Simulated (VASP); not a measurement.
Set up this calculation in VASP 6.6.1, as the native input.

| Property | Result |
| --- | --- |
| Task | single point |
| Functional | LDA |
| Potentials or basis | VASP PAW LDA potentials, release 64 (W_sv) |
| Cutoff | 500 eV |
| k mesh | 18 × 18 × 18 |
| Occupations | gaussian, width 0.1 eV |
| Spin | no spin polarisation |
| Dipole correction | no |
| Further INCAR settings | ALGO = Normal; EDIFF = 1e-06; NBANDS = 13 |

The structure of W lies in POSCAR:

```
W
1.0
    0.0000000000      1.9864787844      1.9864787844
    1.9864787844      0.0000000000      1.9864787844
    1.9864787844      1.9864787844      0.0000000000
W
1
Direct
    0.0000000000      0.0000000000      0.0000000000
```

One way to write it, as run:

INCAR

```
SYSTEM = W
ALGO     = Normal         ! electronic algorithm
EDIFF    = 1E-6           ! SCF threshold, eV
ENCUT    = 500            ! plane-wave cutoff, eV
GGA_COMPAT= .False.      
ISIF     = 2              ! what is computed and relaxed
ISMEAR   = 0              ! smearing method
LASPH    = .True.         ! aspherical terms in the spheres
LCHARG   = .False.        ! write CHGCAR
LREAL    = .False.        ! projectors in reciprocal space
LWAVE    = .False.        ! write WAVECAR
NBANDS   = 13             ! bands
NELM     = 120            ! most SCF steps
PREC     = Accurate       ! precision mode
SIGMA    = 0.1            ! smearing width, eV
```

KPOINTS

```
k-points
0
Gamma
  18 18 18
  0 0 0
```

Potentials or basis: VASP PAW LDA potentials, release 64 (W_sv).

Run with:

```sh
$ cat potpaw_LDA.64/W_sv/POTCAR > POTCAR
$ mpirun -np 1 vasp_std > vasp.out
```

It gave:

```yaml
Pressure: 1.8 GPa
Band_gap_on_the_k_mesh: zero (band 7 reaches 14.47 eV, above the bottom of band 8 at 10.36 eV)
```

Caveat: spin-orbit coupling is left out, which moves the levels of the heavy elements.

Wall time 10 s on 1 thread of Intel(R) Xeon(R) 6975P-C (Granite Rapids), on a shared host, peak memory 0.15 GiB.
